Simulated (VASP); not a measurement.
# VO2 (P4_2/mnm) in VASP: single point with PBE+U

Aim: the single point of VO2 with PBE+U.

Program: VASP 6.6.1. These are calculated values, not measurements. Logs are shortened: lines on timing, memory, paths and dates and some standing lists are left out, and cuts for length are marked.

### Step 1. The cell of the first run

The structure is tetragonal, space group P4_2/mnm (No. 136). Conventional cell: a = 4.530 Å, b = 4.530 Å, c = 2.869 Å, α = 90.00°, β = 90.00°, γ = 90.00°. V (site symmetry mmm) has 6 O at 1.90 to 1.95 Å within 2.5 Å. O (site symmetry m2m) has 3 V at 1.90 to 1.95 Å and 1 O at 2.50 Å within 2.5 Å.

### Step 2. Single point, PBE+U, collinear spin, ferromagnetic start

Input file INCAR:

```
  ALGO = Normal
  EDIFF = 1E-6
  ENCUT = 600
  GGA = PE
  GGA_COMPAT = F
  ISIF = 2
  ISMEAR = -1
  ISPIN = 2
  LASPH = T
  LCHARG = F
  LDAU = T
  LDAUJ = 0 0
  LDAUL = 2 -1
  LDAUPRINT = 1
  LDAUTYPE = 2
  LDAUU = 3 0
  LMAXMIX = 4
  LORBIT = 11
  LREAL = F
  LWAVE = F
  MAGMOM = 1 1 0 0 0 0
  NBANDS = 38
  NELM = 200
  PREC = Accurate
  SIGMA = 0.1
```

Input file KPOINTS:

```
k-points
0
Gamma
  5 5 7
```

Input file POSCAR:

```
VO2
1.0
    4.5300000000      0.0000000000      0.0000000000
    0.0000000000      4.5300000000      0.0000000000
    0.0000000000      0.0000000000      2.8690000000
V O
2 4
Direct
    0.0000000000      0.0000000000      0.0000000000
    0.5000000000      0.5000000000      0.5000000000
    0.3050000000      0.3050000000      0.0000000000
    0.1950000000      0.8050000000      0.5000000000
    0.6950000000      0.6950000000      0.0000000000
    0.8050000000      0.1950000000      0.5000000000
```

Potentials or basis: VASP PAW PBE potentials, release 64 (V_sv, O).

Launch:

```bash
$ cat potpaw_PBE.64/V_sv/POTCAR potpaw_PBE.64/O/POTCAR > POTCAR
$ mpirun -np 1 vasp_std > vasp.out
```

OUTCAR:

```text
EDIFF = 1E-6
   ENCUT = 600
   GGA = PE
   ISIF = 2
   ISMEAR = -1
   ISPIN = 2
   LASPH = T
   LORBIT = 11
   LREAL = F
   NELM = 200
   PREC = Accurate

 ion  position               nearest neighbor table
   1  0.000  0.000  0.000-   4 1.90   6 1.90   4 1.90   6 1.90   5 1.95   3 1.95
   2  0.500  0.500  0.500-   3 1.90   5 1.90   3 1.90   5 1.90   4 1.95   6 1.95
   3  0.305  0.305  0.000-   2 1.90   2 1.90   1 1.95
   4  0.195  0.805  0.500-   1 1.90   1 1.90   2 1.95
   5  0.695  0.695  0.000-   2 1.90   2 1.90   1 1.95
   6  0.805  0.195  0.500-   1 1.90   1 1.90   2 1.95

  LATTYP: Found a simple tetragonal cell.
 ALAT       =     4.5300000000
 C/A-ratio  =     0.6333333333

  Lattice vectors:

 A1 = (   4.5300000000,   0.0000000000,   0.0000000000)
 A2 = (   0.0000000000,   4.5300000000,   0.0000000000)
 A3 = (   0.0000000000,   0.0000000000,   2.8690000000)

Analysis of symmetry for initial positions (statically):
=====================================================================
 Subroutine PRICEL returns:
 Original cell was already a primitive cell.

 Routine SETGRP: Setting up the symmetry group for a
 simple tetragonal supercell.

 Subroutine GETGRP returns: Found 16 space group operations
 (whereof  8 operations were pure point group operations)
 out of a pool of 16 trial point group operations.

The static configuration has the point symmetry D_2h.
 The point group associated with its full space group is D_4h.

Analysis of symmetry for dynamics (positions and initial velocities):
=====================================================================
 Subroutine PRICEL returns:
 Original cell was already a primitive cell.

 Routine SETGRP: Setting up the symmetry group for a
 simple tetragonal supercell.

 Subroutine GETGRP returns: Found 16 space group operations
 (whereof  8 operations were pure point group operations)
 out of a pool of 16 trial point group operations.

The dynamic configuration has the point symmetry D_2h.
 The point group associated with its full space group is D_4h.

Analysis of structural, dynamic, and magnetic symmetry:
=====================================================================
 Subroutine PRICEL returns:
 Original cell was already a primitive cell.

 Routine SETGRP: Setting up the symmetry group for a
 simple tetragonal supercell.

 Subroutine GETGRP returns: Found 16 space group operations
 (whereof  8 operations were pure point group operations)
 out of a pool of 16 trial point group operations.

The overall configuration has the point symmetry D_2h.
 The point group associated with its full space group is D_4h.

 Subroutine INISYM returns: Found 16 space group operations
 (whereof  8 operations are pure point group operations),
 and found     1 'primitive' translations

----------------------------------------------------------------------------------------

                                     Primitive cell

  volume of cell :      58.8745

  direct lattice vectors                    reciprocal lattice vectors
     4.530000000  0.000000000  0.000000000     0.220750552  0.000000000  0.000000000
     0.000000000  4.530000000  0.000000000     0.000000000  0.220750552  0.000000000
     0.000000000  0.000000000  2.869000000     0.000000000  0.000000000  0.348553503

[... 157 lines left out ...]
  o =  0.1592  v =  0.0000  0.0000  0.0000  0.0000  1.0000  0.0000  0.0000  0.0000  0.0000  0.0000      0.0000  0.0000  0.0000  0.0000  0.0000  0.0000  0.0000  0.0000  0.0000  0.0000
  o =  0.2890  v =  0.0000  0.0000  0.0000  0.0000  0.0000 -0.8379 -0.0000  0.5458  0.0000  0.0000      0.0000  0.0000  0.0000  0.0000  0.0000  0.0000  0.0000  0.0000  0.0000  0.0000
  o =  0.3106  v =  0.0000  0.0000  0.0000  0.0000  0.0000  0.0000 -0.7071  0.0000  0.7071 -0.0000      0.0000  0.0000  0.0000  0.0000  0.0000  0.0000  0.0000  0.0000  0.0000  0.0000
  o =  0.3292  v =  0.0000 -0.7071  0.0000  0.7071  0.0000  0.0000  0.0000  0.0000  0.0000  0.0000      0.0000  0.0000  0.0000  0.0000  0.0000  0.0000  0.0000  0.0000  0.0000  0.0000
  o =  0.3723  v = -0.8573  0.0000  0.5148  0.0000 -0.0000  0.0000  0.0000  0.0000  0.0000  0.0000      0.0000  0.0000  0.0000  0.0000  0.0000  0.0000  0.0000  0.0000  0.0000  0.0000
  o =  0.9237  v = -0.5148  0.0000 -0.8573  0.0000  0.0000  0.0000  0.0000  0.0000  0.0000  0.0000      0.0000  0.0000  0.0000  0.0000  0.0000  0.0000  0.0000  0.0000  0.0000  0.0000

atom =   2  type =  1  l = 2

 onsite density matrix

spin component  1

  0.5184  0.0000 -0.2434  0.0000 -0.0000
  0.0000  0.2427  0.0000  0.0866  0.0000
 -0.2434  0.0000  0.7776  0.0000 -0.0000
  0.0000  0.0866  0.0000  0.2427  0.0000
 -0.0000  0.0000 -0.0000  0.0000  0.1592

spin component  2

  0.2254  0.0000  0.0976  0.0000  0.0000
  0.0000  0.2148  0.0000  0.0957  0.0000
  0.0976  0.0000  0.1392  0.0000 -0.0000
  0.0000  0.0957  0.0000  0.2148  0.0000
  0.0000  0.0000 -0.0000  0.0000  0.1177

 occupancies and eigenvectors

  o =  0.0756  v =  0.0000  0.0000  0.0000  0.0000  0.0000 -0.5458 -0.0000  0.8379  0.0000  0.0000      0.0000  0.0000  0.0000  0.0000  0.0000  0.0000  0.0000  0.0000  0.0000  0.0000
  o =  0.1177  v =  0.0000  0.0000  0.0000  0.0000  0.0000 -0.0000  0.0000  0.0000  0.0000 -1.0000      0.0000  0.0000  0.0000  0.0000  0.0000  0.0000  0.0000  0.0000  0.0000  0.0000
  o =  0.1191  v =  0.0000  0.0000  0.0000  0.0000  0.0000  0.0000  0.7071  0.0000 -0.7071  0.0000      0.0000  0.0000  0.0000  0.0000  0.0000  0.0000  0.0000  0.0000  0.0000  0.0000
  o =  0.1561  v =  0.0000  0.7071  0.0000 -0.7071 -0.0000  0.0000  0.0000  0.0000  0.0000  0.0000      0.0000  0.0000  0.0000  0.0000  0.0000  0.0000  0.0000  0.0000  0.0000  0.0000
  o =  0.1592  v =  0.0000  0.0000  0.0000  0.0000  1.0000  0.0000  0.0000  0.0000  0.0000  0.0000      0.0000  0.0000  0.0000  0.0000  0.0000  0.0000  0.0000  0.0000  0.0000  0.0000
  o =  0.2890  v =  0.0000  0.0000  0.0000  0.0000  0.0000 -0.8379 -0.0000 -0.5458  0.0000  0.0000      0.0000  0.0000  0.0000  0.0000  0.0000  0.0000  0.0000  0.0000  0.0000  0.0000
  o =  0.3106  v =  0.0000  0.0000  0.0000  0.0000  0.0000  0.0000  0.7071  0.0000  0.7071  0.0000      0.0000  0.0000  0.0000  0.0000  0.0000  0.0000  0.0000  0.0000  0.0000  0.0000
  o =  0.3292  v =  0.0000  0.7071  0.0000  0.7071 -0.0000  0.0000  0.0000  0.0000  0.0000  0.0000      0.0000  0.0000  0.0000  0.0000  0.0000  0.0000  0.0000  0.0000  0.0000  0.0000
  o =  0.3723  v = -0.8573  0.0000 -0.5148  0.0000  0.0000  0.0000  0.0000  0.0000  0.0000  0.0000      0.0000  0.0000  0.0000  0.0000  0.0000  0.0000  0.0000  0.0000  0.0000  0.0000
  o =  0.9237  v = -0.5148 -0.0000  0.8573  0.0000 -0.0000  0.0000  0.0000  0.0000  0.0000  0.0000      0.0000  0.0000  0.0000  0.0000  0.0000  0.0000  0.0000  0.0000  0.0000  0.0000

 number of electron      49.9999990 magnetization       2.0000744

 Free energy of the ion-electron system (eV)
  ---------------------------------------------------
  ext. energy  EPLUGINS =         0.00000000
  ---------------------------------------------------
  free energy    TOTEN  =       -46.64068662 eV

  energy without entropy =      -46.63390975  energy(sigma->0) =      -46.63729819

 E-fermi :   6.0811     XC(G=0): -11.7710

 val. band max:        5.7500421509   @ k =   0.2000   0.2000   0.2857
 cond. band min:       6.3680698331   @ k =   0.4000   0.0000   0.4286
 fundamental gap:      0.6180276822
 Fermi energy:         6.0811442457

 spin component 1

 k-point     1 :       0.0000    0.0000    0.0000
  band No.  band energies     occupation
      1     -60.0235      1.00000
      2     -60.0141      1.00000
      3     -34.0557      1.00000
      4     -34.0557      1.00000
      5     -33.6812      1.00000
      6     -33.6812      1.00000
[... 949 lines left out ...]
     36      17.3622      0.00000
     37      18.9752      0.00000
 Fermi energy:         6.0811442457

 spin component 2

 k-point     1 :       0.0000    0.0000    0.0000
  band No.  band energies     occupation
      1     -58.9497      1.00000
      2     -58.9396      1.00000
      3     -33.5177      1.00000
      4     -33.5177      1.00000
      5     -32.3443      1.00000
      6     -32.3443      1.00000
[... 949 lines left out ...]
     36      17.4085      0.00000
     37      19.1610      0.00000
 [bands above 37 left out]

------------------------ aborting loop because EDIFF is reached ----------------------------------------

  FORCE on cell =-STRESS in cart. coord.  units (eV):
  Direction    XX          YY          ZZ          XY          YZ          ZX
  --------------------------------------------------------------------------------------
  -------------------------------------------------------------------------------------
  Total        3.2915754      3.2915754     10.1261666     -0.0000000      0.0000000      0.0000000
  in kB       89.5751286     89.5751286    275.5679463     -0.0000000      0.0000000      0.0000000
  external PRESSURE =     151.5727345 kB  Pullay stress =       0.0000000 kB

 VOLUME and BASIS-vectors are now :
 -----------------------------------------------------------------------------
  energy-cutoff  :      600.00
  volume of cell :       58.87
      direct lattice vectors                 reciprocal lattice vectors
     4.530000000  0.000000000  0.000000000     0.220750552  0.000000000  0.000000000
     0.000000000  4.530000000  0.000000000     0.000000000  0.220750552  0.000000000
     0.000000000  0.000000000  2.869000000     0.000000000  0.000000000  0.348553503

 POSITION                                       TOTAL-FORCE (eV/Angst)
 -----------------------------------------------------------------------------------
      0.00000      0.00000      0.00000         0.000000      0.000000      0.000000
      2.26500      2.26500      1.43450         0.000000      0.000000      0.000000
      1.38165      1.38165      0.00000        -0.686314     -0.686314      0.000000
      0.88335      3.64665      1.43450         0.686314     -0.686314      0.000000
      3.14835      3.14835      0.00000         0.686314      0.686314      0.000000
      3.64665      0.88335      1.43450        -0.686314      0.686314      0.000000
 -----------------------------------------------------------------------------------
    total drift:                                0.000000      0.000000      0.000000

  FREE ENERGIE OF THE ION-ELECTRON SYSTEM (eV)
  ---------------------------------------------------
  free  energy   TOTEN  =       -46.6406866239 eV

  energy  without entropy=      -46.6339097464  energy(sigma->0) =      -46.63729819

 total charge

# of ion       s       p       d       tot
------------------------------------------
    1        2.298   6.361   2.819  11.477
    2        2.298   6.361   2.819  11.477
    3        1.568   3.517   0.000   5.085
    4        1.568   3.517   0.000   5.085
    5        1.568   3.517   0.000   5.085
    6        1.568   3.517   0.000   5.085
--------------------------------------------------
tot         10.869  26.789   5.637  43.295

 magnetization (x)

# of ion       s       p       d       tot
------------------------------------------
    1        0.015   0.014   1.026   1.055
    2        0.015   0.014   1.026   1.055
    3       -0.002  -0.037   0.000  -0.039
    4       -0.002  -0.037   0.000  -0.039
    5       -0.002  -0.037   0.000  -0.039
    6       -0.002  -0.037   0.000  -0.039
--------------------------------------------------
tot          0.023  -0.122   2.053   1.954
```

Run time: 1.9 min. Hardware: 1 thread of AMD EPYC 7R43 (Zen 3), shared host; peak memory 0.22 GiB.

What came out:

| Quantity | Value |
| --- | --- |
| Free energy | -46.6407 eV |
| Pressure | 15.2 GPa |
| Largest force | 0.971 eV/Å |
| Band gap on the k mesh | 0.62 eV (least direct gap 0.79 eV) |
| Net moment | 2.00 μB per cell |
| Site moments | V +1.05; O -0.04 μB |
| Valence electrons inside the program's atomic spheres | V 11.48; O 5.08 |

Forces on the atoms (eV/Å):
```
V    0.000  0.000  0.000
V    0.000  0.000  0.000
O   -0.686 -0.686  0.000
O    0.686 -0.686  0.000
O    0.686  0.686  0.000
O   -0.686  0.686  0.000
```

Levels at points of the mesh, in eV from the valence-band top:
Spin up:
| k point | band 24 | band 25 | band 26 | band 27 | band 28 | band 29 |
| --- | --- | --- | --- | --- | --- | --- |
| (0.00, 0.00, 0.00) | -1.09 | -1.09 | -0.66 | 1.11 | 1.11 | 1.12 |
Spin down:
| k point | band 22 | band 23 | band 24 | band 25 | band 26 | band 27 |
| --- | --- | --- | --- | --- | --- | --- |
| (0.00, 0.00, 0.00) | -1.16 | -1.16 | -0.73 | 1.87 | 1.89 | 1.89 |

Eigenvalues of the final occupation matrices:
```csv
site,spin,trace,eigenvalues
site 1 d,1,1.94,0.16 0.16 0.33 0.37 0.92
site 1 d,2,0.91,0.08 0.12 0.12 0.29 0.31
site 2 d,1,1.94,0.16 0.16 0.33 0.37 0.92
site 2 d,2,0.91,0.08 0.12 0.12 0.29 0.31
```

Caveat: the cell stands under pressure; an odd mesh through Γ misses points on the zone boundary, where band edges can lie. The state reached can hang on the start; a lower one may exist.
